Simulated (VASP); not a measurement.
The system is Nd2ScCl2.

```
Nd Sc Cl
1.0
     2.13291   -7.84977    0.00000
     2.13291    7.84977    0.00000
     0.00000    0.00000    4.09422
Nd Sc Cl
2 1 2
Direct
  0.36245 0.63755 0.50000
  0.63755 0.36245 0.50000
  0.00000 0.00000 0.00000
  0.20006 0.79994 0.00000
  0.79994 0.20006 0.00000
```

The cell was generated, and may not be a known phase.

| Property | Result |
| --- | --- |
| Program | VASP 6.6.1 |
| Task | relaxation of cell and atoms |
| Functional | PBE |
| Potentials or basis | VASP PAW PBE potentials, release 64 (Nd_3, Sc_sv, Cl), 4f in core |
| Cutoff | 500 eV |
| k mesh | 4 × 4 × 4 |
| Occupations | gaussian, width 0.1 eV |
| Spin | no spin polarisation |

At the start: pressure -1.9 GPa; volume 27.42 Å³/atom.

How do energy, volume and symmetry change on relaxing?

Over 9 steps the energy falls by 283.6 meV/atom and the volume is 24.49 Å³/atom (-10.7 %); space group Cmmm (No. 65, to 0.1 Å) before and after.

Step by step:
```tsv
step	energy change (eV)	largest force (eV/Å)	pressure (GPa)	volume (Å³)
1	0.0000	2.7975	-1.93	137.10
2	-0.8978	1.5768	-1.81	130.42
3	-1.2971	0.0894	2.83	117.24
4	-1.3615	0.3456	1.05	120.61
5	-1.4072	0.1711	-0.60	123.82
6	-1.4079	0.1465	-0.79	124.25
7	-1.4170	0.0328	0.11	122.26
8	-1.4171	0.0440	0.03	122.44
9	-1.4182	0.0382	0.05	122.45
```

Final structure:
```cif
data_structure
_symmetry_space_group_name_H-M 'P 1'
_symmetry_Int_Tables_number 1
_cell_length_a 7.8195
_cell_length_b 7.8195
_cell_length_c 3.6120
_cell_angle_alpha 90.000
_cell_angle_beta 90.000
_cell_angle_gamma 146.329
_cell_volume 122.45
loop_
_atom_site_label
_atom_site_type_symbol
_atom_site_fract_x
_atom_site_fract_y
_atom_site_fract_z
_atom_site_occupancy
Nd1 Nd 0.36384 0.63616 0.50000 1
Nd2 Nd 0.63616 0.36384 0.50000 1
Sc1 Sc 0.00000 0.00000 0.00000 1
Cl1 Cl 0.17580 0.82420 0.00000 1
Cl2 Cl 0.82420 0.17580 0.00000 1
```

Caveat: the k points lie up to 0.43 Å⁻¹ apart in the final cell, too coarse for converged energies and pressures of a metal; an odd number of electrons without spin polarisation forces a metal; a magnetic or distorted state may lie lower; the run has no spin polarisation, though such a crystal can be magnetic.
